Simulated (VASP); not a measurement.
Runs of VASP 6.6.1 on AlN. The structure is hexagonal, space group P6_3/mmc (No. 194). Conventional cell: a = 2.833 Å, b = 2.833 Å, c = 4.841 Å, α = 90.00°, β = 90.00°, γ = 120.00°. Al (site symmetry -3m) has 6 N at 2.03 Å and 2 Al at 2.42 Å within 2.7 Å. Within 2.7 Å of N (site symmetry -6m2) lie 6 Al at 2.03 Å. 

```tsv
level	potentials or basis	k mesh	gap on the mesh (eV)	pressure (GPa)
LDA	VASP PAW LDA potentials, release 64 (Al, N)	12 × 12 × 6	4.82	-4.7
PBE	VASP PAW PBE potentials, release 64 (Al, N)	9 × 9 × 4	5.09	6.0
PBE	VASP PAW PBE potentials, release 64 (Al, N)	12 × 12 × 6	(a)	6.0
r2SCAN	VASP PAW PBE potentials, release 64 (Al, N)	12 × 12 × 6	5.69	-0.8
PBEsol	VASP PAW PBE potentials, release 64 (Al, N)	6 × 6 × 4	(b)	1.3
```

Alike in all rows: task single point; no spin polarisation; cell as given; cutoff (eV) 520; smearing gaussian 0.01 eV.

Task: Estimate the missing entries.

Result: (a) 4.91; (b) 4.92.

Caveats: some runs use coarse meshes; the PAW data sets were made with another functional, which shifts forces and pressure a little (some runs).

A k mesh can miss the band edges.
